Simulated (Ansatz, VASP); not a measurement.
# CdSe: VASP beside Ansatz

```xyz
2
Lattice="0.0000 2.8429 2.8429 2.8429 0.0000 2.8429 2.8429 2.8429 0.0000" Properties=species:S:1:pos:R:3 pbc="T T T"
Cd    0.0000    0.0000    0.0000
Se    2.8429    2.8429    2.8429
```

Alike in both runs: task single point; functional HSE06; k mesh 4 × 4 × 4; occupations fermi-dirac, width 0.02 eV; no spin polarisation.

|  | VASP | Ansatz |
| --- | --- | --- |
| version | VASP 6.6.1 | Ansatz 0.2.0 |
| potentials or method | VASP PAW PBE potentials, release 64 (Cd, Se) | plane waves |
| plane-wave cutoff (eV) | 520 | 420 |
| valence electrons in the cell | 18 | 36 |

Ansatz gave:

| Property | Result |
| --- | --- |
| pressure (GPa) | 0.5 |

Q: Which values does VASP return?

A: Pressure (GPa): 0.7.

VASP's potentials hold 18 valence electrons a cell and Ansatz's 36, so a difference there can come from the potentials and not from the codes. Ansatz's warnings: stress exchange threshold loose, stress scf threshold loose.

The k mesh is coarse, so the values compare programs but aren't converged.
